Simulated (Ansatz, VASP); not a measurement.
**HgPt3: VASP beside Ansatz**

```
Hg Pt
1.0
     3.97269    0.00000    0.00000
     0.00000    4.07201    0.00000
     0.00000    0.00000    3.97269
Hg Pt
1 3
Direct
  0.00000 0.00000 0.00000
  0.00000 0.50000 0.50000
  0.50000 0.50000 0.00000
  0.50000 0.00000 0.50000
```

Change from the starting cell: strain +0.0250 x Voigt [0, 1, 0, 0, 0, 0], atoms carried along.

Alike in both runs: task single point; functional LDA; k mesh 12 × 12 × 12; occupations gaussian, width 0.15 eV; no spin polarisation.

|  | VASP | Ansatz |
| --- | --- | --- |
| version | VASP 6.6.1 | Ansatz 0.2.0 |
| potentials or method | VASP PAW LDA potentials, release 64 (Hg, Pt), cutoff 520 eV | scalar-relativistic, plane waves, PAW |
| valence electrons in the cell | 42 | 74 |

|  | VASP | Ansatz | Ansatz less VASP |
| --- | --- | --- | --- |
| gap on the k mesh at the Fermi level (eV) | none | none | - |
| pressure (GPa) | -4.0 | -5.6 | -1.65 |
| traceless stress, the component that is largest in VASP (GPa) | -1.01 | -0.99 | +0.026 |

LDA's correlation is that of Perdew and Zunger in VASP and of Perdew and Wang (1992) in Ansatz. A gap of «none» marks a metal or a gap that the smearing closes. VASP's potentials hold 42 valence electrons a cell and Ansatz's 74, so a difference there can come from the potentials and not from the codes.

Neither program's run includes spin-orbit coupling.
